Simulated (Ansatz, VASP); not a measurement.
## Two plane-wave programs on Be

Contents of POSCAR:

```
Be
1.0
    2.3004348782      0.0000000000      0.0000000000
   -1.1502174391      1.9922350443      0.0000000000
    0.0000000000      0.0000000000      3.6079371156
Be
2
Direct
    0.6666666667      0.3333333333      0.7500000000
    0.3333333333      0.6666666667      0.2500000000
```

INCAR.step1

```
ALGO = Normal ; EDIFF = 1E-4
ENCUT = 520 ; GGA = PE
ISMEAR = -1 ; LASPH = T
LCHARG = F ; LREAL = F
LWAVE = T ; NBANDS = 9
NELM = 100 ; PREC = Accurate
SIGMA = 0.05
```

The input INCAR.step2:

```
ALGO = Normal ; EDIFF = 1E-7
ENCUT = 520 ; ISIF = 2
ISMEAR = -1 ; ISTART = 1
LASPH = T ; LCHARG = F
LMIXTAU = T ; LREAL = F
LWAVE = F ; METAGGA = R2SCAN
NBANDS = 9 ; NELM = 100
PREC = Accurate ; SIGMA = 0.05
```

File KPOINTS:

```
k-points
0
Gamma
  13 13 8
```

input.yaml

```yaml
crystal:
  lattice:
    - [2.3004348782, 0.0, 0.0]
    - [-1.1502174391, 1.9922350443, 0.0]
    - [0.0, 0.0, 3.6079371156]
  atoms:
    - { symbol: Be, position: [0.6666666667, 0.3333333333, 0.75] }
    - { symbol: Be, position: [0.3333333333, 0.6666666667, 0.25] }
hamiltonian:
  xc: r2scan
  pseudopotentials: { kind: paw }
kpoints:
  mp_grid: { grid: [13, 13, 8] }
scf:
  occupations: { method: fermi_dirac, width: 0.05 }
output:
  forces: true
  stress: true
  eigenvalues: true
```

Alike in both runs: task single point; functional r2SCAN; k mesh 13 × 13 × 8; occupations fermi-dirac, width 0.05 eV; no spin polarisation.

|  | VASP | Ansatz |
| --- | --- | --- |
| version | VASP 6.6.1 | Ansatz 0.2.0 |
| potentials or method | VASP PAW PBE potentials, release 64 (Be) | Ansatz PAW |
| plane-wave cutoff (eV) | 520 | 500 |
| valence electrons in the cell | 4 | 4 |

```tsv
	VASP	Ansatz	Ansatz less VASP
gap on the k mesh at the Fermi level (eV)	none	none	-
pressure (GPa)	-4.9	-5.1	-0.16
traceless stress, the component that is largest in VASP (GPa)	-0.54	-0.60	-0.058
```

VASP's potentials were made for PBE, not for r2SCAN. A gap of «none» marks a metal or a gap that the smearing closes.
